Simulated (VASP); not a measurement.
# Sr2NbBiO6 (Pn-3) in VASP: electric field gradients with PBE

Aim: the electric field gradients of Sr2NbBiO6 with PBE.

Program: VASP 6.6.1. These are calculated values, not measurements. Logs are shortened: lines on timing, memory, paths and dates and some standing lists are left out, and cuts for length are marked.

## 1. The cell of the first run

It takes space group Pn-3 (No. 201, cubic). The conventional cell has a = 8.517 Å, b = 8.517 Å, c = 8.517 Å, α = 90.00°, β = 90.00°, γ = 90.00°. Within 3.9 Å of Sr (site symmetry 23) lie 12 O at 3.00 Å and 4 Nb at 3.69 Å and 4 Bi at 3.69 Å. Within 3.3 Å of Sr (site symmetry 222) lie 8 O at 2.51 to 3.12 Å. Nb (site symmetry -3) has 6 O at 2.03 Å within 2.7 Å. Bi (site symmetry -3) has 6 O at 2.35 Å within 3.1 Å. Within 2.7 Å of O (site symmetry 1) lie 1 Nb at 2.03 Å and 1 Bi at 2.35 Å and 1 Sr at 2.51 Å.

## 2. Electric field gradients, PBE

File INCAR:

```
SYSTEM = Sr2NbBiO6
PREC = Accurate ; ENCUT = 520
EDIFF = 1E-8 ; ISMEAR = -1
SIGMA = 0.02 ; LREAL = Auto
LASPH = .TRUE. ; NELM = 100
ALGO = Normal ; ISIF = 2
LWAVE = .FALSE. ; LCHARG = .FALSE.
GGA = PE ; LEFG = .TRUE.
NBANDS = 194 ; KPAR = 4
```

File KPOINTS:

```
Automatic mesh
0
G
  3 3 3
  0 0 0
```

File POSCAR:

```
Sr2NbBiO6
1.0
    8.5173262700      0.0000000000      0.0000000000
    0.0000000000      8.5173262700      0.0000000000
    0.0000000000      0.0000000000      8.5173262700
Sr Nb Bi O
8 4 4 24
Direct
    0.5000000000      0.5000000000      0.5000000000
    0.0000000000      0.0000000000      0.0000000000
    0.0000000000      0.0000000000      0.5000000000
    0.0000000000      0.5000000000      0.0000000000
    0.5000000000      0.0000000000      0.0000000000
    0.5000000000      0.5000000000      0.0000000000
    0.5000000000      0.0000000000      0.5000000000
    0.0000000000      0.5000000000      0.5000000000
    0.2500000000      0.2500000000      0.2500000000
    0.2500000000      0.7500000000      0.7500000000
    0.7500000000      0.2500000000      0.7500000000
    0.7500000000      0.7500000000      0.2500000000
    0.7500000000      0.7500000000      0.7500000000
    0.7500000000      0.2500000000      0.2500000000
    0.2500000000      0.7500000000      0.2500000000
    0.2500000000      0.2500000000      0.7500000000
    0.2130121500      0.2968979100      0.4805308400
    0.2130121500      0.7031020900      0.5194691600
    0.7869878500      0.2968979100      0.5194691600
    0.7869878500      0.7031020900      0.4805308400
    0.2968979100      0.4805308400      0.2130121500
    0.7031020900      0.5194691600      0.2130121500
    0.2968979100      0.5194691600      0.7869878500
    0.7031020900      0.4805308400      0.7869878500
    0.4805308400      0.2130121500      0.2968979100
    0.5194691600      0.2130121500      0.7031020900
    0.5194691600      0.7869878500      0.2968979100
    0.4805308400      0.7869878500      0.7031020900
    0.2869878500      0.2031020900      0.0194691600
    0.2869878500      0.7968979100      0.9805308400
    0.7130121500      0.2031020900      0.9805308400
    0.7130121500      0.7968979100      0.0194691600
    0.2031020900      0.0194691600      0.2869878500
    0.7968979100      0.9805308400      0.2869878500
    0.2031020900      0.9805308400      0.7130121500
    0.7968979100      0.0194691600      0.7130121500
    0.0194691600      0.2869878500      0.2031020900
    0.9805308400      0.2869878500      0.7968979100
    0.9805308400      0.7130121500      0.2031020900
    0.0194691600      0.7130121500      0.7968979100
```

Potentials or basis: VASP PAW PBE potentials, release 64 (Sr_sv, Nb_sv, Bi_d, O).

Command:

```bash
$ cat potpaw_PBE.64/Sr_sv/POTCAR potpaw_PBE.64/Nb_sv/POTCAR potpaw_PBE.64/Bi_d/POTCAR potpaw_PBE.64/O/POTCAR > POTCAR
$ mpirun -np 4 vasp_std > vasp.out
```

OUTCAR:

```text
SYSTEM = Sr2NbBiO6
   PREC = Accurate
   ENCUT = 520
   EDIFF = 1E-8
   ISMEAR = -1
   LREAL = Auto
   LASPH = .TRUE.
   NELM = 100
   ISIF = 2
   GGA = PE

 ion  position               nearest neighbor table
   1  0.500  0.500  0.500-  17 3.00  18 3.00  19 3.00  20 3.00  21 3.00  22 3.00  23 3.00  24 3.00
                            25 3.00  26 3.00  27 3.00  28 3.00  13 3.69  14 3.69  15 3.69  16 3.69
   2  0.000  0.000  0.000-  29 3.00  30 3.00  31 3.00  32 3.00  33 3.00  34 3.00  35 3.00  36 3.00
                            37 3.00  38 3.00  39 3.00  40 3.00  13 3.69  14 3.69  15 3.69  16 3.69
   3  0.000  0.000  0.500-  33 2.51  34 2.51  35 2.51  36 2.51  17 3.12  18 3.12  19 3.12  20 3.12
                            37 3.52  38 3.52  39 3.52  40 3.52  13 3.69  14 3.69  15 3.69  16 3.69
   4  0.000  0.500  0.000-  37 2.51  38 2.51  39 2.51  40 2.51  21 3.12  22 3.12  23 3.12  24 3.12
                            29 3.52  30 3.52  31 3.52  32 3.52  13 3.69  14 3.69  15 3.69  16 3.69
   5  0.500  0.000  0.000-  29 2.51  30 2.51  31 2.51  32 2.51  25 3.12  26 3.12  27 3.12  28 3.12
                            33 3.52  34 3.52  35 3.52  36 3.52  13 3.69  14 3.69  15 3.69  16 3.69
   6  0.500  0.500  0.000-  21 2.51  22 2.51  23 2.51  24 2.51  29 3.12  30 3.12  31 3.12  32 3.12
                            25 3.52  26 3.52  27 3.52  28 3.52  13 3.69  14 3.69  15 3.69  16 3.69
   7  0.500  0.000  0.500-  25 2.51  26 2.51  27 2.51  28 2.51  33 3.12  34 3.12  35 3.12  36 3.12
                            17 3.52  18 3.52  19 3.52  20 3.52  13 3.69  14 3.69  15 3.69  16 3.69
   8  0.000  0.500  0.500-  17 2.51  18 2.51  19 2.51  20 2.51  37 3.12  38 3.12  39 3.12  40 3.12
                            21 3.52  22 3.52  23 3.52  24 3.52  13 3.69  14 3.69  15 3.69  16 3.69
   9  0.250  0.250  0.250-  17 2.03  21 2.03  25 2.03  29 2.03  33 2.03  37 2.03   7 3.69   8 3.69
[... 37 lines left out ...]
  39  0.981  0.713  0.203-  12 2.03  15 2.35   4 2.51   2 3.00   8 3.12   3 3.52
  40  0.019  0.713  0.797-  10 2.03  13 2.35   4 2.51   2 3.00   8 3.12   3 3.52

  LATTYP: Found a simple cubic cell.
 ALAT       =     8.5173262700

  Lattice vectors:

 A1 = (   8.5173262700,   0.0000000000,   0.0000000000)
 A2 = (   0.0000000000,   8.5173262700,   0.0000000000)
 A3 = (   0.0000000000,   0.0000000000,   8.5173262700)

Analysis of symmetry for initial positions (statically):
=====================================================================
 Subroutine PRICEL returns:
 Original cell was already a primitive cell.

 Routine SETGRP: Setting up the symmetry group for a
 simple cubic supercell.

 Subroutine GETGRP returns: Found 24 space group operations
 (whereof 12 operations were pure point group operations)
 out of a pool of 48 trial point group operations.

The static configuration has the point symmetry T   .
 The point group associated with its full space group is T_h .

Analysis of symmetry for dynamics (positions and initial velocities):
=====================================================================
 Subroutine PRICEL returns:
 Original cell was already a primitive cell.

 Routine SETGRP: Setting up the symmetry group for a
 simple cubic supercell.

 Subroutine GETGRP returns: Found 24 space group operations
 (whereof 12 operations were pure point group operations)
 out of a pool of 48 trial point group operations.

The dynamic configuration has the point symmetry T   .
 The point group associated with its full space group is T_h .

 Subroutine INISYM returns: Found 24 space group operations
 (whereof 12 operations are pure point group operations),
 and found     1 'primitive' translations

----------------------------------------------------------------------------------------

                                     Primitive cell

  volume of cell :     617.8881

  direct lattice vectors                    reciprocal lattice vectors
     8.517326270  0.000000000  0.000000000     0.117407737  0.000000000  0.000000000
     0.000000000  8.517326270  0.000000000     0.000000000  0.117407737  0.000000000
     0.000000000  0.000000000  8.517326270     0.000000000  0.000000000  0.117407737

  length of vectors
     8.517326270  8.517326270  8.517326270     0.117407737  0.117407737  0.117407737

  position of ions in fractional coordinates (direct lattice)
     0.500000000  0.500000000  0.500000000
     0.000000000  0.000000000  0.000000000
     0.000000000  0.000000000  0.500000000
     0.000000000  0.500000000  0.000000000
     0.500000000  0.000000000  0.000000000
     0.500000000  0.500000000  0.000000000
[... 32 lines left out ...]
     0.980530840  0.713012150  0.203102090
[... 105 lines left out ...]
   PSTRESS=    0.0 pullay stress
   NELECT =     336.0000    total number of electrons
   NUPDOWN=      -1.0000    fix difference up-down
   EMIN   =  10.00;   EMAX   =-10.00  energy-range for DOS
   EFERMI =   0.00;   METHOD = LEGACY
   ISMEAR =    -1;   SIGMA  =   0.02  broadening in eV -4-tet -1-fermi 0-gaus
   EFERMI_NEDOS =   21; number of points for ismear=-14 and -15
   IALGO  =     38    algorithm
   IMIX   =      4    mixing-type and parameters
     AMIX     =   0.40;   BMIX     =  1.00
     AMIX_MAG =   1.60;   BMIX_MAG =  1.00
  volume/ion in A,a.u.               =      15.45       104.24
  Fermi-wavevector in a.u.,A,eV,Ry     =   1.336241  2.525128 24.293730  1.785539
  Thomas-Fermi vector in A             =   2.464882
   LORBIT       =      0    0 simple, 1 ext, 2 COOP (PROOUT), +10 PAW based schemes
   GGA     = PE    functional components
   LHFCALC =     F    Hartree Fock is set to
   AEXX    =    0.0000 exact exchange contribution
   IVDW    =     0    specifies the selected vdW correction
   LEPSILON=     F    determine dielectric tensor
   LRPA    =     F    only Hartree local field effects (RPA)
 non-spin polarized calculation
  energy-cutoff  :      520.00
  volume of cell :      617.89
 maximum number of plane-waves:     16668
 NGX is ok and might be reduce to    64
   NGX = 31   NGY = 31   NGZ = 31

 number of electron     336.0000031 magnetization

 Free energy of the ion-electron system (eV)
  ---------------------------------------------------
  ext. energy  EPLUGINS =         0.00000000
  ---------------------------------------------------
  free energy    TOTEN  =      -286.90819713 eV

  energy without entropy =     -286.90819713  energy(sigma->0) =     -286.90819713

 E-fermi :   4.8257     XC(G=0): -10.3052

 val. band max:        4.2783545588   @ k =   0.3333   0.3333   0.3333
 cond. band min:       6.7519090570   @ k =   0.3333   0.3333   0.3333
 fundamental gap:      2.4735544982
 Fermi energy:         4.8257141559

 k-point     1 :       0.0000    0.0000    0.0000
  band No.  band energies     occupation
      1     -51.2365      2.00000
      2     -51.2365      2.00000
      3     -51.2365      2.00000
      4     -51.2365      2.00000
      5     -30.2588      2.00000
      6     -30.2584      2.00000
[... 721 lines left out ...]
    179       7.2473      0.00000
    180       7.2809      0.00000
 [bands above 180 left out]

------------------------ aborting loop because EDIFF is reached ----------------------------------------

  FORCE on cell =-STRESS in cart. coord.  units (eV):
  Direction    XX          YY          ZZ          XY          YZ          ZX
  --------------------------------------------------------------------------------------
  -------------------------------------------------------------------------------------
  Total       -8.0670957     -8.0670957     -8.0670957     -0.0000000     -0.0000000     -0.0000000
  in kB      -20.9178932    -20.9178932    -20.9178932     -0.0000000     -0.0000000     -0.0000000
  external PRESSURE =     -20.9178932 kB  Pullay stress =       0.0000000 kB

 VOLUME and BASIS-vectors are now :
 -----------------------------------------------------------------------------
  energy-cutoff  :      520.00
  volume of cell :      617.89
      direct lattice vectors                 reciprocal lattice vectors
     8.517326270  0.000000000  0.000000000     0.117407737  0.000000000  0.000000000
     0.000000000  8.517326270  0.000000000     0.000000000  0.117407737  0.000000000
     0.000000000  0.000000000  8.517326270     0.000000000  0.000000000  0.117407737

 POSITION                                       TOTAL-FORCE (eV/Angst)
 -----------------------------------------------------------------------------------
      4.25866      4.25866      4.25866        -0.000000     -0.000000     -0.000000
      0.00000      0.00000      0.00000        -0.000000     -0.000000     -0.000000
      0.00000      0.00000      4.25866        -0.000000     -0.000000     -0.000000
      0.00000      4.25866      0.00000        -0.000000     -0.000000     -0.000000
      4.25866      0.00000      0.00000        -0.000000     -0.000000     -0.000000
      4.25866      4.25866      0.00000        -0.000000     -0.000000     -0.000000
[... 32 lines left out ...]
      8.35150      6.07296      1.72989        -0.438268      0.043584      0.116648
      0.16583      6.07296      6.78744         0.438268      0.043584     -0.116648
 -----------------------------------------------------------------------------------
    total drift:                               -0.000000      0.000000      0.000000

  FREE ENERGIE OF THE ION-ELECTRON SYSTEM (eV)
  ---------------------------------------------------
  free  energy   TOTEN  =      -286.9081971267 eV

  energy  without entropy=     -286.9081971267  energy(sigma->0) =     -286.90819713

 Electric field gradients (V/A^2)
---------------------------------------------------------------------
 ion       V_xx      V_yy      V_zz      V_xy      V_xz      V_yz
---------------------------------------------------------------------
   1       0.000     0.000    -0.000    -0.000     0.000     0.000
   2       0.000     0.000    -0.000    -0.000    -0.000     0.000
   3     -65.344   139.405   -74.060     0.000    -0.000     0.000
   4     139.405   -74.060   -65.344    -0.000     0.000     0.000
   5     -74.060   -65.344   139.405    -0.000     0.000    -0.000
   6     -65.344   139.405   -74.060     0.000     0.000    -0.000
[... 32 lines left out ...]
  39      24.234   -12.163   -12.071     4.999     6.747    -8.750
  40      24.234   -12.163   -12.071    -4.999     6.747     8.750
---------------------------------------------------------------------

 Electric field gradients after diagonalization (V/A^2)
 (convention: |V_zz| > |V_xx| > |V_yy|)
----------------------------------------------------------------------
 ion       V_xx      V_yy      V_zz     asymmetry (V_yy - V_xx)/ V_zz
----------------------------------------------------------------------
   1       0.000     0.000    -0.000       0.288
   2       0.000     0.000    -0.000       0.476
   3     -74.060   -65.344   139.405       0.063
   4     -74.060   -65.344   139.405       0.063
   5     -74.060   -65.344   139.405       0.063
   6     -74.060   -65.344   139.405       0.063
[... 32 lines left out ...]
  39     -22.349    -3.417    25.767       0.735
  40     -22.349    -3.417    25.767       0.735
----------------------------------------------------------------------

           NMR quadrupolar parameters

 Cq : quadrupolar parameter    Cq=e*Q*V_zz/h
 eta: asymmetry parameters     (V_yy - V_xx)/ V_zz
 Q  : nuclear electric quadrupole moment in mb (millibarn)
----------------------------------------------------------------------
 ion       Cq(MHz)       eta       Q (mb)
----------------------------------------------------------------------
   1      -0.000       0.288       1.000
   2      -0.000       0.476       1.000
   3       0.337       0.063       1.000
   4       0.337       0.063       1.000
   5       0.337       0.063       1.000
   6       0.337       0.063       1.000
[... 32 lines left out ...]
  39       0.062       0.735       1.000
  40       0.062       0.735       1.000
----------------------------------------------------------------------
```

It took 10 min on 4 MPI ranks of Oxide Virtual Turin-like, shared host; peak memory 0.76 GiB.

Results:

* Free energy: -286.9082 eV
* Pressure: -2.1 GPa
* Largest force: 0.456 eV/Å
* Band gap on the k mesh: 2.47 eV
* Largest electric field gradient by atom: Sr +0.0, +139.4 (each value once); Nb -7.4; Bi -9.3; O +25.8 V/Å²

Forces in eV/Å, atoms in the order of the input:
```
Sr   0.000  0.000  0.000
Sr   0.000  0.000  0.000
Sr   0.000  0.000  0.000
Sr   0.000  0.000  0.000
Sr   0.000  0.000  0.000
Sr   0.000  0.000  0.000
Sr   0.000  0.000  0.000
Sr   0.000  0.000  0.000
Nb   0.000  0.000  0.000
Nb   0.000  0.000  0.000
Nb   0.000  0.000  0.000
Nb   0.000  0.000  0.000
Bi   0.000  0.000  0.000
Bi   0.000  0.000  0.000
Bi   0.000  0.000  0.000
Bi   0.000  0.000  0.000
O    0.044 -0.117 -0.438
O    0.044  0.117  0.438
O   -0.044 -0.117  0.438
O   -0.044  0.117 -0.438
O   -0.117 -0.438  0.044
O    0.117  0.438  0.044
O   -0.117  0.438 -0.044
O    0.117 -0.438 -0.044
O   -0.438  0.044 -0.117
O    0.438  0.044  0.117
O    0.438 -0.044 -0.117
O   -0.438 -0.044  0.117
O   -0.044  0.117  0.438
O   -0.044 -0.117 -0.438
O    0.044  0.117 -0.438
O    0.044 -0.117  0.438
O    0.117  0.438 -0.044
O   -0.117 -0.438 -0.044
O    0.117 -0.438  0.044
O   -0.117  0.438  0.044
O    0.438 -0.044  0.117
O   -0.438 -0.044 -0.117
O   -0.438  0.044  0.117
O    0.438  0.044 -0.117
```

Electric field gradients, principal values (V/Å²):
```
 atom    least   middle  greatest (by size)
 1 Sr    0.000    0.000               0.000
 2 Sr    0.000    0.000               0.000
 3 Sr  -65.344  -74.060             139.405
 4 Sr  -65.344  -74.060             139.405
 5 Sr  -65.344  -74.060             139.405
 6 Sr  -65.344  -74.060             139.405
 7 Sr  -65.344  -74.060             139.405
 8 Sr  -65.344  -74.060             139.405
 9 Nb    3.711    3.711              -7.421
10 Nb    3.711    3.711              -7.421
11 Nb    3.711    3.711              -7.421
12 Nb    3.711    3.711              -7.421
13 Bi    4.653    4.653              -9.307
14 Bi    4.653    4.653              -9.307
15 Bi    4.653    4.653              -9.307
16 Bi    4.653    4.653              -9.307
 17 O   -3.417  -22.349              25.767
 18 O   -3.417  -22.349              25.767
 19 O   -3.417  -22.349              25.767
 20 O   -3.417  -22.349              25.767
 21 O   -3.417  -22.349              25.767
 22 O   -3.417  -22.349              25.767
 23 O   -3.417  -22.349              25.767
 24 O   -3.417  -22.349              25.767
 25 O   -3.417  -22.349              25.767
 26 O   -3.417  -22.349              25.767
 27 O   -3.417  -22.349              25.767
 28 O   -3.417  -22.349              25.767
 29 O   -3.417  -22.349              25.767
 30 O   -3.417  -22.349              25.767
 31 O   -3.417  -22.349              25.767
 32 O   -3.417  -22.349              25.767
 33 O   -3.417  -22.349              25.767
 34 O   -3.417  -22.349              25.767
 35 O   -3.417  -22.349              25.767
 36 O   -3.417  -22.349              25.767
 37 O   -3.417  -22.349              25.767
 38 O   -3.417  -22.349              25.767
 39 O   -3.417  -22.349              25.767
 40 O   -3.417  -22.349              25.767
```

Caveat: without QUAD_EFG the Cq values of the log hold for a quadrupole moment of 1 mb, not for the nuclei; spin-orbit coupling is left out, which moves the levels of the heavy elements; an odd mesh through Γ misses points on the zone boundary, where band edges can lie.
